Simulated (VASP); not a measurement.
# PbS (R3m) in VASP: a series of runs

Runs on PbS. Level: r2SCAN. Tasks: single point.

Program: VASP 6.6.1. These are calculated values, not measurements. Logs are shortened: lines on timing, memory, paths and dates and some standing lists are left out, and cuts for length are marked.

**1. The cell of the first run**

It takes space group R3m (No. 160, trigonal). The conventional cell has a = 4.520 Å, b = 4.520 Å, c = 11.181 Å, α = 90.00°, β = 90.00°, γ = 120.00°. Pb (site symmetry 3m) has 6 S at 3.20 to 3.21 Å within 4.2 Å. Within 4.2 Å of S (site symmetry 3m) lie 6 Pb at 3.20 to 3.21 Å.

**2. Single point, r2SCAN**

File POSCAR:

```
PbS
1.0
    2.2598000000      1.3046961383      3.7269333333
   -2.2598000000      1.3046961383      3.7269333333
    0.0000000000     -2.6093922766      3.7269333333
Pb S
1 1
Direct
    0.9781509158      0.9781509158      0.9781509158
    0.4774504142      0.4774504142      0.4774504142
```

File INCAR.step1:

```
PREC = Accurate
ENCUT = 520
ISMEAR = 0
SIGMA = 0.05
LREAL = F
LASPH = T
NELM = 60
NBANDS = 17
GGA = PE
ALGO = Normal
EDIFF = 1E-4
LWAVE = T
LCHARG = F
```

File INCAR.step2:

```
PREC = Accurate
ENCUT = 520
EDIFF = 1E-6
ISMEAR = 0
SIGMA = 0.05
LREAL = F
LASPH = T
NELM = 60
ALGO = Normal
ISIF = 2
LWAVE = F
LCHARG = F
METAGGA = R2SCAN
LMIXTAU = T
NBANDS = 17
ISTART = 1
```

File KPOINTS:

```
regular mesh
0
Gamma
  9 9 9
```

Potentials or basis: VASP PAW PBE potentials, release 64 (Pb_d, S).

Launch:

```console
$ cat potpaw_PBE.64/Pb_d/POTCAR potpaw_PBE.64/S/POTCAR > POTCAR
$ cp INCAR.step1 INCAR
$ mpirun -np 1 vasp_std > vasp.out
$ cp INCAR.step2 INCAR
$ mpirun -np 1 vasp_std > vasp.out
```

OUTCAR:

```text
PREC = Accurate
   ENCUT = 520
   EDIFF = 1E-6
   ISMEAR = 0
   LREAL = F
   LASPH = T
   NELM = 60
   ISIF = 2
   METAGGA = R2SCAN
   ISTART = 1

 ion  position               nearest neighbor table
   1  0.978  0.978  0.978-   2 3.20   2 3.20   2 3.20   2 3.21   2 3.21   2 3.21
   2  0.477  0.477  0.477-   1 3.20   1 3.20   1 3.20   1 3.21   1 3.21   1 3.21

  LATTYP: Found a trigonal (rhomboedric) cell.
 ALAT       =     4.5496109860
 COS(alpha) =     0.5065746289

  Lattice vectors:

 A1 = (   2.2598000000,   1.3046961383,   3.7269333333)
 A2 = (  -2.2598000000,   1.3046961383,   3.7269333333)
 A3 = (   0.0000000000,  -2.6093922766,   3.7269333333)

Analysis of symmetry for initial positions (statically):
=====================================================================
 Subroutine PRICEL returns:
 Original cell was already a primitive cell.

 Routine SETGRP: Setting up the symmetry group for a
 trigonal (rhombohedral) supercell.

 Subroutine GETGRP returns: Found  6 space group operations
 (whereof  6 operations were pure point group operations)
 out of a pool of 12 trial point group operations.

The static configuration has the point symmetry C_3v.

Analysis of symmetry for dynamics (positions and initial velocities):
=====================================================================
 Subroutine PRICEL returns:
 Original cell was already a primitive cell.

 Routine SETGRP: Setting up the symmetry group for a
 trigonal (rhombohedral) supercell.

 Subroutine GETGRP returns: Found  6 space group operations
 (whereof  6 operations were pure point group operations)
 out of a pool of 12 trial point group operations.

The dynamic configuration has the point symmetry C_3v.

 Subroutine INISYM returns: Found  6 space group operations
 (whereof  6 operations are pure point group operations),
 and found     1 'primitive' translations

----------------------------------------------------------------------------------------

                                     Primitive cell

  volume of cell :      65.9299

  direct lattice vectors                    reciprocal lattice vectors
     2.259800000  1.304696138  3.726933333     0.221258518  0.127743665  0.089439038
    -2.259800000  1.304696138  3.726933333    -0.221258518  0.127743665  0.089439038
     0.000000000 -2.609392277  3.726933333     0.000000000 -0.255487330  0.089439038

  length of vectors
     4.549610986  4.549610986  4.549610986     0.270690077  0.270690077  0.270690077

  position of ions in fractional coordinates (direct lattice)
     0.978150916  0.978150916  0.978150916
     0.477450414  0.477450414  0.477450414

  ion indices of the primitive-cell ions
   primitive index   ion index
                 1           1
                 2           2

----------------------------------------------------------------------------------------

 KPOINTS: regular mesh

Automatic generation of k-mesh.
 Grid dimensions read from file:
 generate k-points for:    9    9    9

 Generating k-lattice:

  Cartesian coordinates                     Fractional coordinates (reciprocal lattice)
     0.024584280  0.014193741  0.009937671     0.111111111  0.000000000 -0.000000000
    -0.024584280  0.014193741  0.009937671     0.000000000  0.111111111 -0.000000000
     0.000000000 -0.028387481  0.009937671    -0.000000000 -0.000000000  0.111111111

  Length of vectors
     0.030076675  0.030076675  0.030076675

  Shift w.r.t. Gamma in fractional coordinates (k-lattice)
     0.000000000  0.000000000  0.000000000

 Subroutine IBZKPT returns following result:
 ===========================================

 Found     85 irreducible k-points:

 Following reciprocal coordinates:
            Coordinates               Weight
  0.000000  0.000000  0.000000      1.000000
  0.111111  0.000000  0.000000      6.000000
  0.222222  0.000000  0.000000      6.000000
  0.333333  0.000000  0.000000      6.000000
  0.444444  0.000000  0.000000      6.000000
  0.111111  0.111111  0.000000      6.000000
[... 16 lines left out ...]
 -0.333333  0.333333  0.000000      6.000000
  0.444444  0.444444  0.000000      6.000000
 [... further k-points ...]
   k-points           NKPTS =     85   k-points in BZ     NKDIM =     85   number of bands    NBANDS=     17
   number of dos      NEDOS =    301   number of ions     NIONS =      2
   total plane-waves  NPLWV =  46656
   dimension x,y,z NGX =    36 NGY =   36 NGZ =   36
   dimension x,y,z NGXF=    72 NGYF=   72 NGZF=   72
   ions per type =               1   1
   NGX,Y,Z   is equivalent  to a cutoff of  13.15, 13.15, 13.15 a.u.
   NGXF,Y,Z  is equivalent  to a cutoff of  26.31, 26.31, 26.31 a.u.
 SYSTEM =  unknown system
   PREC   = accura    normal or accurate (medium, high low for compatibility)
   ISTART =      1    job   : 0-new  1-cont  2-samecut
   ICHARG =      0    charge: 1-file 2-atom 10-const
   ISPIN  =      1    spin polarized calculation?
   LNONCOLLINEAR =      F non collinear calculations
   LSORBIT =      F    spin-orbit coupling
   LASPH  =      T    aspherical Exc in radial PAW
   ENCUT  =  520.0 eV  38.22 Ry    6.18 a.u.   8.46  8.46  8.46*2*pi/ulx,y,z
   NELM   =     60;   NELMIN=  2; NELMDL=  0     # of ELM steps
   EDIFF  = 0.1E-05   stopping-criterion for ELM
   LREAL  =      F    real-space projection
   EDIFFG = 0.1E-04   stopping-criterion for IOM
   NSW    =      0    number of steps for IOM
   IBRION =     -1    ionic relax: 0-MD 1-quasi-New 2-CG
   NFREE  =      0    steps in history (QN), initial steepest desc. (CG)
   ISIF   =      2    stress and relaxation
   ISYM   =      2    0-nonsym 1-usesym 2-fastsym
   POTIM  = 0.5000    time-step for ionic-motion
   TEBEG  =    0.0;   TEEND  =   0.0 temperature during run
   PSTRESS=    0.0 pullay stress
   NELECT =      20.0000    total number of electrons
   NUPDOWN=      -1.0000    fix difference up-down
   EMIN   =  10.00;   EMAX   =-10.00  energy-range for DOS
   EFERMI =   0.00;   METHOD = LEGACY
   ISMEAR =     0;   SIGMA  =   0.05  broadening in eV -4-tet -1-fermi 0-gaus
   EFERMI_NEDOS =   21; number of points for ismear=-14 and -15
   IALGO  =     38    algorithm
   IMIX   =      4    mixing-type and parameters
     AMIX     =   0.40;   BMIX     =  1.00
     AMIX_MAG =   1.60;   BMIX_MAG =  1.00
  volume/ion in A,a.u.               =      32.96       222.46
  Fermi-wavevector in a.u.,A,eV,Ry     =   1.099995  2.078689 16.462902  1.209989
  Thomas-Fermi vector in A             =   2.236399
   LORBIT       =      0    0 simple, 1 ext, 2 COOP (PROOUT), +10 PAW based schemes
   METAGGA = R2SCAN    functional components
   LHFCALC =     F    Hartree Fock is set to
   AEXX    =    0.0000 exact exchange contribution
   IVDW    =     0    specifies the selected vdW correction
   LEPSILON=     F    determine dielectric tensor
   LRPA    =     F    only Hartree local field effects (RPA)
 non-spin polarized calculation
 Gauss-broadening in eV      SIGMA  =   0.05
  energy-cutoff  :      520.00
  volume of cell :       65.93
 maximum number of plane-waves:      1807
 NGX is ok and might be reduce to    36
   NGX = 17   NGY = 17   NGZ = 17

 number of electron      19.9999999 magnetization

 Free energy of the ion-electron system (eV)
  ---------------------------------------------------
  ext. energy  EPLUGINS =         0.00000000
  ---------------------------------------------------
  free energy    TOTEN  =       -65.24511381 eV

  energy without entropy =      -65.24511381  energy(sigma->0) =      -65.24511381

 E-fermi :   3.0126     XC(G=0):  -9.1248

 val. band max:        2.7712191396   @ k =   0.4444   0.4444   0.4444
 cond. band min:       4.1229620913   @ k =   0.4444   0.0000   0.0000
 fundamental gap:      1.3517429517
 Fermi energy:         3.0125789448

 k-point     1 :       0.0000    0.0000    0.0000
  band No.  band energies     occupation
      1     -14.3102      2.00000
      2     -14.3102      2.00000
      3     -14.3080      2.00000
      4     -14.2882      2.00000
      5     -14.2882      2.00000
      6      -9.3963      2.00000
[... 9 lines left out ...]
     16      10.6044      0.00000
     17      11.2350      0.00000

 k-point     2 :       0.1111    0.0000    0.0000
  band No.  band energies     occupation
      1     -14.3098      2.00000
      2     -14.3085      2.00000
      3     -14.3067      2.00000
      4     -14.2889      2.00000
      5     -14.2887      2.00000
      6      -9.3252      2.00000
[... 9 lines left out ...]
     16      10.8466      0.00000
     17      12.0621      0.00000

 k-point     3 :       0.2222    0.0000    0.0000
  band No.  band energies     occupation
      1     -14.3090      2.00000
      2     -14.3054      2.00000
      3     -14.3046      2.00000
      4     -14.2898      2.00000
      5     -14.2888      2.00000
      6      -9.1295      2.00000
[... 9 lines left out ...]
     16      11.4836      0.00000
     17      13.5837      0.00000

 k-point     4 :       0.3333    0.0000    0.0000
  band No.  band energies     occupation
      1     -14.3084      2.00000
      2     -14.3043      2.00000
      3     -14.3042      2.00000
      4     -14.2883      2.00000
      5     -14.2865      2.00000
      6      -8.8704      2.00000
[... 9 lines left out ...]
     16      12.4453      0.00000
     17      14.4574      0.00000
[... 343 lines left out ...]
      1     -14.3229      2.00000
      2     -14.3108      2.00000
      3     -14.2924      2.00000
      4     -14.2891      2.00000
      5     -14.2828      2.00000
      6      -8.4772      2.00000
[... 9 lines left out ...]
     16      14.2916      0.00000
     17      15.3786      0.00000

 k-point    23 :      -0.3333    0.3333    0.0000
  band No.  band energies     occupation
      1     -14.3164      2.00000
      2     -14.3029      2.00000
      3     -14.2969      2.00000
      4     -14.2903      2.00000
      5     -14.2885      2.00000
      6      -8.4861      2.00000
[... 9 lines left out ...]
     16      13.2501      0.00000
     17      14.7554      0.00000

 k-point    24 :       0.4444    0.4444    0.0000
  band No.  band energies     occupation
      1     -14.3327      2.00000
      2     -14.3178      2.00000
      3     -14.2875      2.00000
      4     -14.2856      2.00000
      5     -14.2785      2.00000
      6      -8.4995      2.00000
[... 9 lines left out ...]
     16      14.3402      0.00000
     17      15.7165      0.00000

 [... further k-points ...]
[... 5 lines left out ...]
  --------------------------------------------------------------------------------------
  -------------------------------------------------------------------------------------
  Total       -3.1451899     -3.1451899     -3.3170837     -0.0000000      0.0000000      0.0000000
  in kB      -76.4319961    -76.4319961    -80.6092260     -0.0000000      0.0000000      0.0000000
  external PRESSURE =     -77.8244060 kB  Pullay stress =       0.0000000 kB

 VOLUME and BASIS-vectors are now :
 -----------------------------------------------------------------------------
  energy-cutoff  :      520.00
  volume of cell :       65.93
      direct lattice vectors                 reciprocal lattice vectors
     2.259800000  1.304696138  3.726933333     0.221258518  0.127743665  0.089439038
    -2.259800000  1.304696138  3.726933333    -0.221258518  0.127743665  0.089439038
     0.000000000 -2.609392277  3.726933333     0.000000000 -0.255487330  0.089439038

 POSITION                                       TOTAL-FORCE (eV/Angst)
 -----------------------------------------------------------------------------------
      0.00000      0.00000     10.93651         0.000000     -0.000000      0.011701
      0.00000      0.00000      5.33828         0.000000      0.000000     -0.011701
 -----------------------------------------------------------------------------------
    total drift:                               -0.000000      0.000000     -0.000163

  FREE ENERGIE OF THE ION-ELECTRON SYSTEM (eV)
  ---------------------------------------------------
  free  energy   TOTEN  =       -65.2451138069 eV

  energy  without entropy=      -65.2451138069  energy(sigma->0) =      -65.24511381
```

Run time: 5.5 min. Hardware: 1 thread of Intel Xeon Platinum 8488C (Sapphire Rapids), shared host; peak memory 0.27 GiB.

Results:

* Free energy: -65.2451 eV
* Pressure: -7.8 GPa
* Largest force: 0.012 eV/Å

Forces in eV/Å, atoms in the order of the input:
```
Pb   0.000  0.000  0.012
S    0.000  0.000 -0.012
```

Stress tensor (GPa, compression positive):
```
-7.64  0.00  0.00
 0.00 -7.64  0.00
 0.00  0.00 -8.06
```

Caveat: this odd mesh misses L, where the gap lies, so gap, dielectric constants and Born charges aren't listed; the PAW data sets were made with another functional, which shifts forces and pressure a little; spin-orbit coupling is left out, which moves the levels of the heavy elements.

(Part 1 of 2 ends here.)
